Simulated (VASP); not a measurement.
# GaN (P6_3mc) in VASP: further runs

The runs below take GaN through vibrations by perturbation theory, with PBEsol.

Program: VASP 6.6.1. These are calculated values, not measurements. Logs are shortened: lines on timing, memory, paths and dates and some standing lists are left out, and cuts for length are marked.

### 1 The cell of the first run

Symmetry: P6_3mc, No. 186, hexagonal system. The conventional cell has a = 3.167 Å, b = 3.167 Å, c = 5.159 Å, α = 90.00°, β = 90.00°, γ = 120.00°. Ga (site symmetry 3m) has 4 N at 1.94 Å within 2.6 Å. N (site symmetry 3m) has 4 Ga at 1.94 Å within 2.6 Å.

### 2 Vibrations by perturbation theory, PBEsol (volume scaled by 0.985)

INCAR

```
SYSTEM = GaN
PREC     = Accurate       ! precision mode
ENCUT    = 520            ! plane-wave cutoff, eV
EDIFF    = 1E-8           ! SCF threshold, eV
ISMEAR   = 0              ! smearing method
SIGMA    = 0.01           ! smearing width, eV
LREAL    = .False.        ! projectors in reciprocal space
LASPH    = .True.         ! aspherical terms in the spheres
NELM     = 100            ! most SCF steps
ALGO     = Normal         ! electronic algorithm
ISIF     = 2              ! what is computed and relaxed
LWAVE    = .False.        ! write WAVECAR
LCHARG   = .False.        ! write CHGCAR
GGA      = PS             ! functional
NBANDS   = 26             ! bands
IBRION   = 8              ! ionic algorithm
NSW      = 1              ! ionic steps
```

KPOINTS

```
regular mesh
0
Gamma
  6 6 4
  0 0 0
```

POSCAR

```
GaN
1.0
    3.1665814858      0.0000000000      0.0000000000
   -1.5832907429      2.7423400098      0.0000000000
    0.0000000000      0.0000000000      5.1593524283
Ga N
2 2
Direct
    0.3333333333      0.6666666667     -0.0007828654
    0.6666666667      0.3333333333      0.4992171346
    0.3333333333      0.6666666667      0.3757828654
    0.6666666667      0.3333333333      0.8757828654
```

Potentials or basis: VASP PAW PBE potentials, release 64 (Ga_d, N).

Command:

```console
cat potpaw_PBE.64/Ga_d/POTCAR potpaw_PBE.64/N/POTCAR > POTCAR
mpirun -np 1 vasp_std > vasp.out
```

OUTCAR:

```text
SYSTEM = GaN
   PREC = Accurate
   ENCUT = 520
   EDIFF = 1E-8
   ISMEAR = 0
   LREAL = .False.
   LASPH = .True.
   NELM = 100
   ISIF = 2
   GGA = PS
   IBRION = 8
   NSW = 1

 ion  position               nearest neighbor table
   1  0.333  0.667  0.999-   4 1.94   4 1.94   4 1.94   3 1.94
   2  0.667  0.333  0.499-   3 1.94   3 1.94   3 1.94   4 1.94
   3  0.333  0.667  0.376-   2 1.94   2 1.94   2 1.94   1 1.94
   4  0.667  0.333  0.876-   1 1.94   1 1.94   1 1.94   2 1.94

  LATTYP: Found a hexagonal cell.
 ALAT       =     3.1665814858
 C/A-ratio  =     1.6293130151

  Lattice vectors:

 A1 = (   3.1665814858,   0.0000000000,   0.0000000000)
 A2 = (  -1.5832907429,   2.7423400098,   0.0000000000)
 A3 = (   0.0000000000,   0.0000000000,   5.1593524283)

Analysis of symmetry for initial positions (statically):
=====================================================================
 Subroutine PRICEL returns:
 Original cell was already a primitive cell.

 Routine SETGRP: Setting up the symmetry group for a
 hexagonal supercell.

 Subroutine GETGRP returns: Found 12 space group operations
 (whereof  6 operations were pure point group operations)
 out of a pool of 24 trial point group operations.

The static configuration has the point symmetry C_3v.
 The point group associated with its full space group is C_6v.

Analysis of symmetry for dynamics (positions and initial velocities):
=====================================================================
 Subroutine PRICEL returns:
 Original cell was already a primitive cell.

 Routine SETGRP: Setting up the symmetry group for a
 hexagonal supercell.

 Subroutine GETGRP returns: Found 12 space group operations
 (whereof  6 operations were pure point group operations)
 out of a pool of 24 trial point group operations.

The dynamic configuration has the point symmetry C_3v.
 The point group associated with its full space group is C_6v.

 Subroutine INISYM returns: Found 12 space group operations
 (whereof  6 operations are pure point group operations),
 and found     1 'primitive' translations

----------------------------------------------------------------------------------------

                                     Primitive cell

  volume of cell :      44.8030

  direct lattice vectors                    reciprocal lattice vectors
     3.166581486  0.000000000  0.000000000     0.315797968  0.182326042  0.000000000
    -1.583290743  2.742340010  0.000000000     0.000000000  0.364652084  0.000000000
     0.000000000  0.000000000  5.159352428     0.000000000  0.000000000  0.193822774

  length of vectors
     3.166581486  3.166581486  5.159352428     0.364652084  0.364652084  0.193822774

  position of ions in fractional coordinates (direct lattice)
     0.333333333  0.666666667  0.999217135
     0.666666667  0.333333333  0.499217135
     0.333333333  0.666666667  0.375782865
     0.666666667  0.333333333  0.875782865

  ion indices of the primitive-cell ions
   primitive index   ion index
                 1           1
                 2           2
                 3           3
                 4           4
[... 115 lines left out ...]
  free energy    TOTEN  =       -26.25828182 eV

  energy without entropy =      -26.25828182  energy(sigma->0) =      -26.25828182

 E-fermi :   5.4551     XC(G=0): -12.0095

 val. band max:        5.4061099300   @ k =   0.0000   0.0000   0.0000
 cond. band min:       7.3991230930   @ k =   0.0000   0.0000   0.0000
 fundamental gap:      1.9930131630
 Fermi energy:         5.4551255113

 k-point     1 :       0.0000    0.0000    0.0000
  band No.  band energies     occupation
      1     -10.7450      2.00000
      2      -9.7259      2.00000
      3      -8.0162      2.00000
      4      -7.9996      2.00000
      5      -7.9996      2.00000
      6      -7.9337      2.00000
[... 598 lines left out ...]
     25      19.3387      0.00000
     26      19.3388      0.00000

------------------------ aborting loop because EDIFF is reached ----------------------------------------

  FORCE on cell =-STRESS in cart. coord.  units (eV):
  Direction    XX          YY          ZZ          XY          YZ          ZX
  --------------------------------------------------------------------------------------
  -------------------------------------------------------------------------------------
  Total        0.7561385      0.7561385      0.7521093      0.0000000     -0.0000000     -0.0000000
  in kB       27.0398811     27.0398811     26.8957958      0.0000000     -0.0000000     -0.0000000
  external PRESSURE =      26.9918526 kB  Pullay stress =       0.0000000 kB

 VOLUME and BASIS-vectors are now :
 -----------------------------------------------------------------------------
  energy-cutoff  :      520.00
  volume of cell :       44.80
      direct lattice vectors                 reciprocal lattice vectors
     3.166581486  0.000000000  0.000000000     0.315797968  0.182326042  0.000000000
    -1.583290743  2.742340010  0.000000000     0.000000000  0.364652084  0.000000000
     0.000000000  0.000000000  5.159352428     0.000000000  0.000000000  0.193822774

 POSITION                                       TOTAL-FORCE (eV/Angst)
 -----------------------------------------------------------------------------------
     -0.00000      1.82823      5.15531         0.000000     -0.000000     -0.000255
      1.58329      0.91411      2.57564        -0.000000      0.000000     -0.000255
     -0.00000      1.82823      1.93880         0.000000      0.000000      0.000255
      1.58329      0.91411      4.51847        -0.000000     -0.000000      0.000255
 -----------------------------------------------------------------------------------
    total drift:                               -0.000001     -0.000001     -0.000016

  FREE ENERGIE OF THE ION-ELECTRON SYSTEM (eV)
  ---------------------------------------------------
  free  energy   TOTEN  =       -26.2582818213 eV

  energy  without entropy=      -26.2582818213  energy(sigma->0) =      -26.25828182

[... ionic steps 2 to 9 ...]

--------------------------------------- Ionic step       10  -------------------------------------------

------------------------ aborting loop because EDIFF is reached ----------------------------------------

[... ionic steps 11 to 11 ...]

--------------------------------------- Ionic step       12  -------------------------------------------

 Free energy of the ion-electron system (eV)
  ---------------------------------------------------
  ---------------------------------------------------
  free energy    TOTEN  =        -0.24749657 eV

  energy without entropy =       -0.24749657

------------------------ aborting loop because EDIFF is reached ----------------------------------------

 INTERNAL STRAIN TENSOR  FOR ION    3  DIRECTION 3   (eV/Angst):
 -----------------------------------------------------------------------------
     5.61869 -0.00000  0.00000
     0.00000  5.61869 -0.00000
     0.00000  0.00000-10.63612

 INTERNAL STRAIN TENSOR FOR ION    4 for displacements in x,y,z  (eV/Angst):
          X           Y           Z          XY          YZ          ZX
  --------------------------------------------------------------------------------
  x     0.00000     0.00000    -0.00000     9.89732     0.00000     5.60017
  y     9.89732    -9.89732     0.00000     0.00000     5.88609     0.00000
  z     5.61869     5.61869   -10.63612    -0.00000     0.00000     0.00000

 SECOND DERIVATIVES (NOT SYMMETRIZED)
 ------------------------------------
               1X          1Y          1Z          2X          2Y          2Z          3X          3Y          3Z          4X          4Y          4Z
  1X   -13.619791    0.000000   -0.000000    0.457528    0.000000    0.000000    0.987745    0.000000    0.000000   12.174518   -0.000000   -0.000000
  1Y     0.000000  -13.619791    0.000000   -0.000000    0.457528    0.000000   -0.000000    0.987745    0.000000    0.000000   12.174518    0.000000
  1Z     0.000000   -0.000000  -20.517777    0.000000    0.000000    8.430505    0.000000    0.000000    7.280378    0.000000    0.000000    4.806894
  2X     0.457528    0.000000    0.000000  -13.619791    0.000000    0.000000   12.174518    0.000000    0.000000    0.987745    0.000000   -0.000000
  2Y    -0.000000    0.457528    0.000000    0.000000  -13.619791    0.000000    0.000000   12.174518    0.000000    0.000000    0.987745   -0.000000
  2Z     0.000000   -0.000000    8.430505    0.000000   -0.000000  -20.517777    0.000000   -0.000000    4.806894    0.000000   -0.000000    7.280378
  3X     0.978600    0.000000   -0.000000   12.168265    0.000000   -0.000000  -13.809809    0.000000   -0.000000    0.662944    0.000000   -0.000000
  3Y     0.000000    0.978600    0.000000    0.000000   12.168265    0.000000    0.000000  -13.809809    0.000000   -0.000000    0.662944    0.000000
  3Z     0.000000   -0.000000    7.243157    0.000000    0.000000    4.842005    0.000000    0.000000  -18.288420    0.000000    0.000000    6.203257
  4X    12.168265    0.000000    0.000000    0.978600    0.000000    0.000000    0.662944    0.000000    0.000000  -13.809809    0.000000    0.000000
  4Y     0.000000   12.168265    0.000000    0.000000    0.978600    0.000000   -0.000000    0.662944   -0.000000    0.000000  -13.809809   -0.000000
  4Z     0.000000   -0.000000    4.842005    0.000000    0.000000    7.243157    0.000000    0.000000    6.203257    0.000000   -0.000000  -18.288420

 Eigenvectors and eigenvalues of the dynamical matrix
 ----------------------------------------------------

   1 f  =   20.703513 THz   130.084008 2PiTHz  690.594855 cm-1    85.622811 meV
             X         Y         Z           dx          dy          dz
     -0.000000  1.828227  5.155313     0.000000   -0.000000    0.041137
      1.583291  0.914113  2.575637     0.000000   -0.000000   -0.041137
     -0.000000  1.828227  1.938796     0.000000   -0.000000   -0.705909
      1.583291  0.914113  4.518472    -0.000000    0.000000    0.705909
[... 71 lines left out ...]
  12 f/i=    0.003628 THz     0.022792 2PiTHz    0.121001 cm-1     0.015002 meV
             X         Y         Z           dx          dy          dz
     -0.000000  1.828227  5.155313    -0.355092   -0.538715   -0.000000
      1.583291  0.914113  2.575637    -0.355092   -0.538715   -0.000000
     -0.000000  1.828227  1.938796    -0.159216   -0.241549   -0.000000
      1.583291  0.914113  4.518472    -0.159216   -0.241549   -0.000000

--------------------------------------------------------------------------------------------------------

 ELASTIC MODULI CONTR FROM IONIC RELAXATION (kBar)
 Direction    XX          YY          ZZ          XY          YZ          ZX
 --------------------------------------------------------------------------------
 XX        -673.3056    299.9083    352.4782      0.0000      0.0000     -0.0000
 YY         299.9083   -673.3056    352.4782     -0.0000     -0.0000      0.0000
 ZZ         352.4782    352.4782   -665.4620     -0.0000      0.0000     -0.0000
 XY           0.0000     -0.0000     -0.0000   -486.6069      0.0000      0.0000
 YZ           0.0000     -0.0000      0.0000      0.0000   -162.0791      0.0000
 ZX          -0.0000      0.0000     -0.0000     -0.0000      0.0000   -175.5470
 --------------------------------------------------------------------------------
```

It took 2.7 min on 1 thread of Intel Xeon 6975P-C (Granite Rapids), shared host; peak memory 0.34 GiB.

What came out:

```
Highest phonon frequency at Γ, LO-TO splitting left out : 691 cm⁻¹
```

Phonon frequencies in cm⁻¹ (negative: imaginary):
```tsv
q point	frequencies
(0.000, 0.000, 0.000)	0 0 0 137 137 334 531 554 554 563 563 691
```

Caveat: the k points lie up to 0.38 Å⁻¹ apart; the cell differs from its parent crystal (volume scaled by 0.985); the cell wasn't relaxed at this level first, which shifts response properties; the PAW data sets were made with another functional, which shifts forces and pressure a little.

### 3 Vibrations by perturbation theory, PBEsol

This run uses another cell than the first one, of 11.37 Å³/atom, 1.015 times its volume.

INCAR

```
PREC = Accurate
ENCUT = 520
EDIFF = 1E-8
ISMEAR = 0
SIGMA = 0.01
LREAL = F
LASPH = T
NELM = 60
ALGO = Normal
ISIF = 2
LWAVE = F
LCHARG = F
GGA = PS
IBRION = 8
NSW = 1
```

KPOINTS

```
Automatic mesh
0
Gamma
  6 6 4
```

POSCAR

```
GaN
1.0
    3.1825745928      0.0000000000      0.0000000000
   -1.5912872964      2.7561904468      0.0000000000
    0.0000000000      0.0000000000      5.1854102058
Ga N
2 2
Direct
    0.3333333333      0.6666666667     -0.0008061558
    0.6666666667      0.3333333333      0.4991938442
    0.3333333333      0.6666666667      0.3758061558
    0.6666666667      0.3333333333      0.8758061558
```

Potentials or basis: VASP PAW PBE potentials, release 64 (Ga_d, N).

Command:

```console
cat potpaw_PBE.64/Ga_d/POTCAR potpaw_PBE.64/N/POTCAR > POTCAR
mpirun -np 1 vasp_std > vasp.out
```

OUTCAR:

```text
PREC = Accurate
   ENCUT = 520
   EDIFF = 1E-8
   ISMEAR = 0
   LREAL = F
   LASPH = T
   NELM = 60
   ISIF = 2
   GGA = PS
   IBRION = 8
   NSW = 1

 ion  position               nearest neighbor table
   1  0.333  0.667  0.999-   4 1.95   4 1.95   4 1.95   3 1.95
   2  0.667  0.333  0.499-   3 1.95   3 1.95   3 1.95   4 1.95
   3  0.333  0.667  0.376-   2 1.95   2 1.95   2 1.95   1 1.95
   4  0.667  0.333  0.876-   1 1.95   1 1.95   1 1.95   2 1.95

  LATTYP: Found a hexagonal cell.
 ALAT       =     3.1825745928
[... 799 lines left out ...]
  4Z     0.000000    0.000000    4.803438    0.000000    0.000000    6.718710    0.000000   -0.000000    6.021108    0.000000    0.000000  -17.543256

 Eigenvectors and eigenvalues of the dynamical matrix
 ----------------------------------------------------

   1 f  =   20.299677 THz   127.546631 2PiTHz  677.124330 cm-1    83.952679 meV
             X         Y         Z           dx          dy          dz
     -0.000000  1.837460  5.181230    -0.000000    0.000000    0.034260
      1.591287  0.918730  2.588525    -0.000000    0.000000   -0.034260
     -0.000000  1.837460  1.948709    -0.000000    0.000000   -0.706276
      1.591287  0.918730  4.541414     0.000000   -0.000000    0.706276
[... 71 lines left out ...]
  12 f/i=    0.007307 THz     0.045911 2PiTHz    0.243736 cm-1     0.030219 meV
             X         Y         Z           dx          dy          dz
     -0.000000  1.837460  5.181230    -0.000000   -0.000000    0.645416
      1.591287  0.918730  2.588525    -0.000000   -0.000000    0.645416
     -0.000000  1.837460  1.948709    -0.000000   -0.000000    0.288857
      1.591287  0.918730  4.541414    -0.000000   -0.000000    0.288857

--------------------------------------------------------------------------------------------------------

 ELASTIC MODULI CONTR FROM IONIC RELAXATION (kBar)
 Direction    XX          YY          ZZ          XY          YZ          ZX
 --------------------------------------------------------------------------------
 XX        -591.2453    269.0496    302.7746     -0.0000      0.0000      0.0000
 YY         269.0496   -591.2453    302.7746      0.0000     -0.0000     -0.0000
 ZZ         302.7746    302.7746   -569.0481     -0.0000      0.0000     -0.0000
 XY          -0.0000      0.0000     -0.0000   -430.1474     -0.0000     -0.0000
 YZ           0.0000     -0.0000      0.0000     -0.0000   -139.2449      0.0000
 ZX           0.0000     -0.0000     -0.0000      0.0000      0.0000   -151.3142
 --------------------------------------------------------------------------------
```

Run time: 2.9 min. Hardware: 1 thread of Intel Xeon 6975P-C (Granite Rapids), shared host; peak memory 0.32 GiB.

What came out:

```yaml
Highest_phonon_frequency_at_Γ_LO-TO_splitting_left_out: 677 cm⁻¹
```

Phonon frequencies in cm⁻¹ (negative: imaginary):
```
              q point                                frequencies
(0.000, 0.000, 0.000)  0 0 0 137 137 329 518 542 542 550 550 677
```

Caveat: the k points lie up to 0.38 Å⁻¹ apart; the PAW data sets were made with another functional, which shifts forces and pressure a little.

(Part 1 of 2 ends here.)
